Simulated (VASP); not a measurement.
# AlN (wurtzite type) (P6_3mc) in VASP: relaxation of cell and atoms with PBE

Aim: the relaxation of cell and atoms of AlN (wurtzite type) with PBE.

All numbers are computed with VASP 6.6.1; they aren't measurements. Logs are shortened: lines on timing, memory, paths and dates and some standing lists are left out, and cuts for length are marked.

### 1 The cell of the first run

It takes space group P6_3mc (No. 186, hexagonal). Conventional cell: a = 2.635 Å, b = 2.635 Å, c = 4.294 Å, α = 90.00°, β = 90.00°, γ = 120.00°. Al (site symmetry 3m) has 4 N at 1.61 Å within 2.1 Å. N (site symmetry 3m) has 4 Al at 1.61 Å within 2.1 Å.

### 2 Relaxation of cell and atoms, PBE, target pressure 180 GPa, at which the enthalpy is minimised

INCAR

```
ALGO = Normal ; EDIFF = 1E-7
EDIFFG = -0.005 ; ENCUT = 600
GGA = PE ; IBRION = 2
ISIF = 3 ; ISMEAR = -1
LASPH = T ; LCHARG = F
LREAL = F ; LWAVE = F
NELM = 60 ; NSW = 60
PREC = Accurate ; PSTRESS = 1800.0
SIGMA = 0.08
```

KPOINTS

```
k-points
0
Gamma
  13 13 7
```

POSCAR

```
AlN
1.0
    2.6345146422      0.0000000000      0.0000000000
   -1.3172573211      2.2815566068      0.0000000000
    0.0000000000      0.0000000000      4.2942588667
Al N
2 2
Direct
    0.3333333333      0.6666666667      0.0000000000
    0.6666666667      0.3333333333      0.5000000000
    0.3333333333      0.6666666667      0.3760000000
    0.6666666667      0.3333333333      0.8760000000
```

Potentials or basis: VASP PAW PBE potentials, release 64 (Al, N).

Launch:

```console
$ cat potpaw_PBE.64/Al/POTCAR potpaw_PBE.64/N/POTCAR > POTCAR
$ mpirun -np 1 vasp_std > vasp.out
```

OUTCAR:

```text
EDIFF = 1E-7
   EDIFFG = -0.005
   ENCUT = 600
   GGA = PE
   IBRION = 2
   ISIF = 3
   ISMEAR = -1
   LASPH = T
   LREAL = F
   NELM = 60
   NSW = 60
   PREC = Accurate
   PSTRESS = 1800.0

 ion  position               nearest neighbor table
   1  0.333  0.667  0.000-   4 1.61   4 1.61   4 1.61   3 1.61   2 2.63   2 2.63   2 2.63   2 2.63
                             2 2.63   2 2.63
   2  0.667  0.333  0.500-   3 1.61   3 1.61   3 1.61   4 1.61   1 2.63   1 2.63   1 2.63   1 2.63
                             1 2.63   1 2.63
   3  0.333  0.667  0.376-   2 1.61   2 1.61   2 1.61   1 1.61
   4  0.667  0.333  0.876-   1 1.61   1 1.61   1 1.61   2 1.61

  LATTYP: Found a hexagonal cell.
 ALAT       =     2.6345146422
 C/A-ratio  =     1.6300000000

  Lattice vectors:

 A1 = (   2.6345146422,   0.0000000000,   0.0000000000)
 A2 = (  -1.3172573211,   2.2815566068,   0.0000000000)
 A3 = (   0.0000000000,   0.0000000000,   4.2942588667)

Analysis of symmetry for initial positions (statically):
=====================================================================
 Subroutine PRICEL returns:
 Original cell was already a primitive cell.

 Routine SETGRP: Setting up the symmetry group for a
 hexagonal supercell.

 Subroutine GETGRP returns: Found 12 space group operations
 (whereof  6 operations were pure point group operations)
 out of a pool of 24 trial point group operations.

The static configuration has the point symmetry C_3v.
 The point group associated with its full space group is C_6v.

Analysis of symmetry for dynamics (positions and initial velocities):
=====================================================================
 Subroutine PRICEL returns:
 Original cell was already a primitive cell.

 Routine SETGRP: Setting up the symmetry group for a
 hexagonal supercell.

 Subroutine GETGRP returns: Found 12 space group operations
 (whereof  6 operations were pure point group operations)
 out of a pool of 24 trial point group operations.

The dynamic configuration has the point symmetry C_3v.
 The point group associated with its full space group is C_6v.

 Subroutine INISYM returns: Found 12 space group operations
 (whereof  6 operations are pure point group operations),
 and found     1 'primitive' translations

----------------------------------------------------------------------------------------

                                     Primitive cell

  volume of cell :      25.8119

  direct lattice vectors                    reciprocal lattice vectors
     2.634514642  0.000000000  0.000000000     0.379576558  0.219148628  0.000000000
    -1.317257321  2.281556607  0.000000000     0.000000000  0.438297256  0.000000000
[... 114 lines left out ...]
   GGA     = PE    functional components
   LHFCALC =     F    Hartree Fock is set to
   AEXX    =    0.0000 exact exchange contribution
   IVDW    =     0    specifies the selected vdW correction
   LEPSILON=     F    determine dielectric tensor
   LRPA    =     F    only Hartree local field effects (RPA)
 conjugate gradient relaxation of ions
 non-spin polarized calculation
  energy-cutoff  :      600.00
  volume of cell :       25.81
 maximum number of plane-waves:       872
 NGX is ok and might be reduce to    24
   NGX = 11   NGY = 11   NGZ = 17

--------------------------------------- Ionic step        1  -------------------------------------------

 number of electron      15.9999998 magnetization

 Free energy of the ion-electron system (eV)
  ---------------------------------------------------
  ext. energy  EPLUGINS =         0.00000000
  ---------------------------------------------------
  free energy    TOTEN  =       -20.89681801 eV

  energy without entropy =      -20.89681801  energy(sigma->0) =      -20.89681801

------------------------ aborting loop because EDIFF is reached ----------------------------------------

  FORCE on cell =-STRESS in cart. coord.  units (eV):
  Direction    XX          YY          ZZ          XY          YZ          ZX
  --------------------------------------------------------------------------------------
  -------------------------------------------------------------------------------------
  Total       41.7967082     41.7967082     39.1600501      0.0000000      0.0000000     -0.0000000
  in kB     2594.3739535   2594.3739535   2430.7132873      0.0000000      0.0000000     -0.0000000
  external PRESSURE =     739.8203981 kB  Pullay stress =    1800.0000000 kB
[... 27 lines left out ...]
--------------------------------------- Ionic step        2  -------------------------------------------

 number of electron      16.0000001 magnetization

 E-fermi :   8.6130     XC(G=0): -11.2576

 val. band max:        7.0327710322   @ k =   0.0000   0.0000   0.0000
 cond. band min:      11.8655137144   @ k =   0.0000   0.0000   0.0000
 fundamental gap:      4.8327426822
 Fermi energy:         8.6130150599

 k-point     1 :       0.0000    0.0000    0.0000
  band No.  band energies     occupation
      1      -8.7413      2.00000
      2      -6.2954      2.00000
      3       0.6223      2.00000
      4       5.9691      2.00000
      5       5.9691      2.00000
      6       6.6686      2.00000
      7       6.6686      2.00000
      8       7.0328      2.00000
      9      11.8655      0.00000
     10      14.2142      0.00000
     11      18.3021      0.00000
     12      18.5597      0.00000
[... 420 lines left out ...]
  energy  without entropy=      -24.4125593991  energy(sigma->0) =      -24.41255940

  enthalpy is  TOTEN    =         7.6002975642 eV   P V=       32.0128569634

[... ionic steps 4 to 37 ...]

--------------------------------------- Ionic step       38  -------------------------------------------

 number of electron      16.0000001 magnetization

------------------------ aborting loop because EDIFF is reached ----------------------------------------
[... 75 lines left out ...]
--------------------------------------- Ionic step       40  -------------------------------------------

 number of electron      16.0000001 magnetization

 Free energy of the ion-electron system (eV)
  ---------------------------------------------------
  ext. energy  EPLUGINS =         0.00000000
  ---------------------------------------------------
  free energy    TOTEN  =       -23.99349893 eV

  energy without entropy =      -23.99349893  energy(sigma->0) =      -23.99349893

 E-fermi :  14.7068     XC(G=0): -13.0651

 val. band max:       13.2528978718   @ k =   0.0000   0.0000   0.0000
 cond. band min:      17.8843914427   @ k =   0.3077   0.3077   0.0000
 fundamental gap:      4.6314935709
 Fermi energy:        14.7067697717

 k-point     1 :       0.0000    0.0000    0.0000
  band No.  band energies     occupation
      1      -7.1193      2.00000
      2      -1.0410      2.00000
      3       3.7956      2.00000
      4       8.5860      2.00000
      5       8.5860      2.00000
      6      10.7488      2.00000
      7      10.7488      2.00000
      8      13.2529      2.00000
      9      19.2236      0.00000
     10      21.2717      0.00000
     11      23.9149      0.00000
     12      23.9149      0.00000
[... 380 lines left out ...]
  energy  without entropy=      -23.9934989260  energy(sigma->0) =      -23.99349893

  enthalpy is  TOTEN    =         5.9238237409 eV   P V=       29.9173226669

 reached required accuracy - stopping structural energy minimisation
```

OSZICAR:

```text
N       E                     dE             d eps       ncg     rms          rms(c)
DAV:   1     0.733001293324E+02    0.73300E+02   -0.91625E+03  2032   0.141E+03
DAV:   2    -0.250119355264E+02   -0.98312E+02   -0.89527E+02  2808   0.303E+02
DAV:   3    -0.286896465292E+02   -0.36777E+01   -0.36565E+01  2616   0.613E+01
DAV:   4    -0.287090274086E+02   -0.19381E-01   -0.19379E-01  2248   0.500E+00
[... 354 lines left out ...]
  39 F= 0.59238248E+01 E0= 0.59238248E+01  d E =-.660431E-05
       N       E                     dE             d eps       ncg     rms          rms(c)
DAV:   1    -0.239934991083E+02    0.26541E-02   -0.32888E-05  2280   0.558E-02    0.411E-03
DAV:   2    -0.239934989261E+02    0.18217E-06   -0.81789E-07  2508   0.932E-03    0.192E-03
DAV:   3    -0.239934989260E+02    0.93223E-10   -0.18986E-07  1528   0.415E-03
  40 F= 0.59238237E+01 E0= 0.59238237E+01  d E =-.770412E-05
```

Wall time 8 min (1 thread of Intel Xeon Platinum 8559C (Emerald Rapids), shared host); peak memory 0.18 GiB.

What came out:

- Free energy: -23.9935 eV
- Relaxed volume: 6.66 Å³/atom
- Relaxed cell: a = 2.924 Å, b = 2.924 Å, c = 3.596 Å, α = 90.00°, β = 90.00°, γ = 120.00°
- Space group after relaxing (to 0.1 Å): P6_3/mmc (No. 194)
- Energy change on relaxing (the run minimises the enthalpy): -774.2 meV/atom
- Ionic steps: 40
- Pressure after relaxing: 180.0 GPa
- Largest force after relaxing: 0.003 eV/Å
- Band gap on the k mesh: 4.63 eV (least direct gap 5.97 eV)

Forces on the atoms (eV/Å):
```
Al   0.000  0.000 -0.003
Al   0.000  0.000 -0.003
N    0.000  0.000  0.003
N    0.000  0.000  0.003
```

Step by step:
```tsv
step	energy change (eV)	largest force (eV/Å)	pressure (GPa)	volume (Å³)
1	0.0000	0.4103	253.98	25.81
2	-8.6060	0.0417	21.80	38.61
3	-3.5157	0.2069	168.98	28.49
4	-3.1270	0.2138	178.51	28.14
5	-3.0732	0.2148	179.83	28.09
6	-3.0861	0.9225	179.56	28.07
7	-3.0475	1.8653	179.50	28.02
8	-3.0498	1.8780	179.38	28.02
9	-3.0565	1.9205	179.01	28.01
10	-3.0691	2.0244	178.22	27.99
11	-3.0932	2.3008	176.46	27.95
12	-3.1504	3.0517	172.50	27.83
13	-3.2174	4.4189	168.58	27.41
14	3.4374	9.8467	276.85	25.89
15	-2.6812	6.4060	176.13	27.34
16	-1.7745	4.8750	195.56	26.72
17	-2.4605	6.6199	180.55	27.13
18	-2.1398	5.9781	187.80	26.89
19	-2.3025	6.3597	184.16	27.00
20	-2.3125	6.1628	184.09	26.99
21	-2.3144	5.5068	184.35	26.98
22	-2.3368	5.4449	184.05	26.98
23	-2.4025	5.2632	183.16	26.98
24	-2.5273	4.9120	181.46	26.99
25	-2.7513	4.2581	178.40	27.01
26	-3.1036	3.1317	173.58	27.04
27	-3.4777	1.4994	168.61	27.07
28	-3.5219	1.0224	168.21	27.07
29	-3.5236	0.9413	168.24	27.07
30	-3.4358	0.8871	170.65	26.98
31	-3.1615	0.7050	178.12	26.71
32	-2.5587	0.2364	194.22	26.17
33	-2.8592	0.4837	186.25	26.43
34	-2.9335	0.3284	184.33	26.49
35	-3.0818	0.0009	180.42	26.62
36	-3.0911	0.0032	180.18	26.62
37	-3.1068	0.0102	179.77	26.64
38	-3.1041	0.0089	179.84	26.64
39	-3.0993	0.0054	179.97	26.63
40	-3.0967	0.0035	180.04	26.63
```

Final structure:
```
CELL_PARAMETERS angstrom
2.92434 0.00000 0.00000
-1.46217 2.53255 0.00000
0.00000 0.00000 3.59563
ATOMIC_POSITIONS crystal
Al 0.33333 0.66667 0.93802
Al 0.66667 0.33333 0.43802
N 0.33333 0.66667 0.43798
N 0.66667 0.33333 0.93798
```

Levels at points of the mesh, in eV from the valence-band top:
| k point | band 5 | band 6 | band 7 | band 8 | band 9 | band 10 | band 11 | band 12 |
| --- | --- | --- | --- | --- | --- | --- | --- | --- |
| (0.00, 0.00, 0.00) | -4.67 | -2.50 | -2.50 | 0.00 | 5.97 | 8.02 | 10.66 | 10.66 |

Caveat: the cell is relaxed towards a set pressure, so the run minimises the enthalpy, not the energy; a cell axis changed by over 15 % at a fixed basis, so the end point is rough; an odd mesh through Γ misses points on the zone boundary, where band edges can lie.
